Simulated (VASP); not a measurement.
# Ga32HO48 (a cell with a defect) (H interstitial hop between voids) in VASP: further runs, part 2 of 2

VASP 6.6.1. Earlier steps stand in the parts before.

## 3. Single point, PBE

The input, INCAR:

```
SYSTEM = Ga32HO48
  PREC = Accurate
  ENCUT = 520
  EDIFF = 1E-7
  ISMEAR = -1
  SIGMA = 0.01
  LREAL = Auto
  LASPH = .True.
  NELM = 100
  ALGO = Normal
  ISIF = 2
  LWAVE = .False.
  LCHARG = .False.
  GGA = PE
  NELECT = 706.0
  NBANDS = 398
```

The input, KPOINTS:

```
regular mesh
0
Gamma
  1 1 1
  0 0 0
```

The input, POSCAR:

```
Ga32HO48
1.0
    5.0579508900      2.9202093400      9.0826160100
   -5.0579508900      2.9202093400      9.0826160100
    0.0000000000     -5.8404185800      9.0826160400
Ga O H
32 48 1
Direct
    0.4287561744      0.4298184622      0.4300585033
    0.3378974641      0.3282779559      0.3150408927
    0.0708892230      0.0702626847      0.0749631406
    0.1776424040      0.1759504145      0.1743996662
    0.4284465858      0.4266559397      0.9277003536
    0.3226269452      0.3206996825      0.8224467752
    0.0669190369      0.0633695758      0.5795586356
    0.1828783910      0.1695870402      0.6877801290
    0.4279782360      0.9277946745      0.4283843156
    0.3213930630      0.8210224693      0.3232933533
    0.0719852039      0.5728676868      0.0704782420
    0.1776612798      0.6783768967      0.1773153181
    0.4281276825      0.9268976498      0.9289775308
    0.3230338748      0.8191942873      0.8228258440
    0.0717028394      0.5706977990      0.5720944995
    0.1776984600      0.6747309648      0.6789109913
    0.9152994297      0.4357730261      0.4250142983
    0.8209013251      0.3202954365      0.3209383739
    0.5721883444      0.0714468277      0.0722921543
    0.6820486181      0.1747196511      0.1764498020
    0.9271409537      0.4272066809      0.9291710068
    0.8223400786      0.3219311076      0.8209372907
    0.5722174879      0.0709061753      0.5722729770
    0.6776028716      0.1770519459      0.6784659226
    0.9274885195      0.9260638319      0.4295977856
    0.8218448405      0.8212056489      0.3230234887
    0.5729514422      0.5725421856      0.0706018216
    0.6766180303      0.6787406291      0.1778814313
    0.9269148734      0.9271562755      0.9294825040
    0.8215841495      0.8203547979      0.8230080403
    0.5683164187      0.5729004886      0.5740059939
    0.6777707784      0.6777547640      0.6778090123
    0.3753201719      0.2218596072      0.0266700009
    0.2201885691      0.0282774531      0.3768378531
    0.0253524248      0.3756786811      0.2195229269
    0.1348097109      0.2806871652      0.4364279415
    0.4738335894      0.1249185765      0.2772213404
    0.2792017326      0.4736741625      0.1234564289
    0.3727263286      0.2227244767      0.5269012762
    0.2237938786      0.0226276312      0.8801440041
    0.0298763919      0.3714024442      0.7170763787
    0.1250088591      0.2758482043      0.9720307651
    0.4725994215      0.1239997537      0.7765706211
    0.2762018792      0.4716280551      0.6260879950
    0.3756426769      0.7221859784      0.0271101276
    0.2243424943      0.5260650759      0.3741764679
    0.0267673328      0.8736357768      0.2242037197
    0.1246753415      0.7753726439      0.4740887139
    0.4726236961      0.6250423369      0.2771220212
    0.2767153040      0.9723351463      0.1263515245
    0.3727888963      0.7236841578      0.5279402172
    0.2232605654      0.5257326599      0.8752965121
    0.0257932003      0.8700811526      0.7267868894
    0.1246018973      0.7770226249      0.9729352910
    0.4735360647      0.6239975889      0.7764003494
    0.2739161341      0.9760069763      0.6252469906
    0.8769095712      0.2223529984      0.0252663094
    0.7236473759      0.0259719582      0.3754481551
    0.5322357267      0.3732847963      0.2223375724
    0.6244895789      0.2754850041      0.4738611018
    0.9728372075      0.1235756995      0.2775063447
    0.7756185446      0.4728919992      0.1251937924
    0.8754670524      0.2230073762      0.5267076741
    0.7239102817      0.0265891577      0.8749702444
    0.5265577387      0.3743029982      0.7229192360
    0.6258721310      0.2759750998      0.9728892936
    0.9768232556      0.1259784978      0.7716282521
    0.7773753921      0.4720895098      0.6243287235
    0.8737173096      0.7228241878      0.0278179364
    0.7193712629      0.5267918921      0.3762270211
    0.5256329923      0.8752045952      0.2242445449
    0.6245538638      0.7761201832      0.4736022592
    0.9720277218      0.6248292143      0.2766617696
    0.7776458735      0.9726841453      0.1251146744
    0.8749603641      0.7218068407      0.5272720547
    0.7243734431      0.5255984803      0.8740739410
    0.5258921171      0.8745625646      0.7231573874
    0.6246284277      0.7763104066      0.9736941951
    0.9727666827      0.6226766880      0.7773594598
    0.7769409723      0.9722532681      0.6258594839
    0.1782422248      0.2543768114      0.3396869802
```

Potentials or basis: VASP PAW PBE potentials, release 64 (Ga_d, O, H).

Started as:

```bash
$ cat potpaw_PBE.64/Ga_d/POTCAR potpaw_PBE.64/O/POTCAR potpaw_PBE.64/H/POTCAR > POTCAR
$ mpirun -np 1 vasp_gam > vasp.out
```

Run time: 73 min. Hardware: 1 thread of AMD EPYC 7R13 (Zen 3), shared host; peak memory 0.98 GiB.

Results (log left out):

```
Free energy   : -470.2810 eV
Largest force : 1.006 eV/Å
```

Forces on the atoms (eV/Å):
```
Ga  -0.005  0.005  0.122
Ga   0.063  0.138  0.291
Ga   0.008 -0.021 -0.059
Ga   0.013  0.032 -0.168
Ga   0.006 -0.017  0.020
Ga   0.007 -0.005  0.009
Ga   0.032 -0.063 -0.081
Ga   0.083 -0.043  0.058
Ga  -0.017  0.029  0.040
Ga  -0.001  0.004  0.010
Ga   0.014  0.007 -0.027
Ga  -0.001  0.004 -0.004
Ga   0.008  0.002  0.011
Ga   0.026 -0.003 -0.023
Ga   0.008  0.003 -0.013
Ga   0.015 -0.005 -0.002
Ga  -0.100  0.011 -0.040
Ga   0.017  0.007 -0.030
Ga  -0.022  0.002 -0.019
Ga   0.030  0.029  0.000
Ga   0.001 -0.003 -0.001
Ga   0.009  0.024 -0.024
Ga   0.010  0.005 -0.002
Ga   0.004 -0.004  0.016
Ga   0.014 -0.010  0.001
Ga  -0.001  0.002 -0.009
Ga   0.004  0.028  0.007
Ga  -0.006  0.010  0.014
Ga  -0.002 -0.007  0.008
Ga   0.008 -0.006 -0.029
Ga  -0.028 -0.012 -0.009
Ga   0.003  0.010  0.020
O   -0.047 -0.089  0.032
O   -0.086  0.098  0.049
O    0.106  0.037 -0.004
O    0.086  0.379 -0.258
O   -0.109  0.011 -0.021
O    0.064 -0.070 -0.020
O   -0.017 -0.003  0.009
O    0.042 -0.044  0.006
O    0.043  0.075 -0.092
O    0.010  0.029 -0.052
O   -0.005 -0.008  0.013
O   -0.004 -0.007  0.013
O    0.021 -0.006 -0.021
O    0.003  0.026  0.042
O    0.000 -0.013 -0.016
O   -0.003  0.016  0.027
O    0.001  0.022  0.026
O    0.012 -0.010 -0.022
O   -0.038  0.016  0.009
O    0.012  0.004  0.006
O    0.026 -0.032 -0.019
O    0.018 -0.004 -0.008
O    0.017  0.005 -0.003
O   -0.036  0.018  0.001
O    0.011  0.037 -0.022
O   -0.009  0.006 -0.018
O    0.064  0.042  0.088
O    0.016 -0.011  0.018
O   -0.004 -0.001 -0.035
O    0.014  0.007  0.022
O    0.003  0.021  0.012
O    0.003  0.005  0.009
O    0.000 -0.013  0.002
O    0.011  0.008 -0.002
O    0.019  0.092 -0.009
O    0.014  0.021 -0.003
O    0.007 -0.001  0.000
O   -0.008 -0.004 -0.025
O   -0.014  0.001  0.011
O   -0.006  0.001 -0.001
O    0.002  0.015 -0.015
O   -0.016  0.005 -0.003
O    0.008  0.008  0.000
O    0.021  0.015  0.006
O   -0.008  0.005 -0.001
O    0.005 -0.001 -0.002
O    0.017  0.006 -0.023
O   -0.001  0.004  0.003
H   -0.466 -0.868  0.203
```

Levels at points of the mesh, in eV from the Fermi level:
```
           k point  band 351  band 352  band 353  band 354  band 355  band 356
(0.00, 0.00, 0.00)     -2.76     -2.75     -0.30      2.74      2.81      3.09
```

Caveat: the k points lie up to 0.75 Å⁻¹ apart; the cell carries a net charge on a neutralising background, which shifts energy and pressure; the cell is charged against a uniform background, so pressure and absolute levels hang on convention.
